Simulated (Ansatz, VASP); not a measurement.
**One calculation of Ir, two programs**

File INCAR:

```
PREC = Accurate
ENCUT = 500
EDIFF = 1E-6
ISMEAR = 0
SIGMA = 0.05
LREAL = F
LASPH = T
NELM = 120
ALGO = Normal
ISIF = 2
LWAVE = F
LCHARG = F
GGA = PE
NBANDS = 10
GGA_COMPAT = F
```

Contents of KPOINTS:

```
regular mesh
0
Gamma
  18 18 18
```

The input POSCAR:

```
Ir
1.0
    0.0000000000      1.9352826414      1.9352826414
    1.9352826414      0.0000000000      1.9352826414
    1.9352826414      1.9352826414      0.0000000000
Ir
1
Direct
    0.0000000000      0.0000000000      0.0000000000
```

Input for Ansatz:

```yaml
crystal:
  lattice:
    - [0.0, 1.9352826414, 1.9352826414]
    - [1.9352826414, 0.0, 1.9352826414]
    - [1.9352826414, 1.9352826414, 0.0]
  atoms:
    - { symbol: Ir, position: [0.0, 0.0, 0.0] }
basis:
  ecutwfc: 600
  ecutrho_ratio: 5
kpoints:
  mp_grid: { grid: [18, 18, 18] }
hamiltonian:
  xc: pbe
scf:
  occupations: { method: gaussian, width: 0.05 }
output:
  forces: true
  stress: true
  eigenvalues: true
```

Alike in both runs: task single point; functional PBE; k mesh 18 × 18 × 18; occupations gaussian, width 0.05 eV; no spin polarisation.

|  | VASP | Ansatz |
| --- | --- | --- |
| version | VASP 6.6.1 | Ansatz 0.2.0 |
| potentials or method | VASP PAW PBE potentials, release 64 (Ir), cutoff 500 eV | scalar-relativistic, plane waves, PAW |
| valence electrons in the cell | 9 | 17 |

|  | VASP | Ansatz | Ansatz less VASP |
| --- | --- | --- | --- |
| gap on the k mesh at the Fermi level (eV) | none | none | - |
| pressure (GPa) | 0.4 | -0.1 | -0.51 |

A gap of «none» marks a metal or a gap that the smearing closes. VASP's potentials hold 9 valence electrons a cell and Ansatz's 17, so a difference there can come from the potentials and not from the codes.

Neither program's run includes spin-orbit coupling.
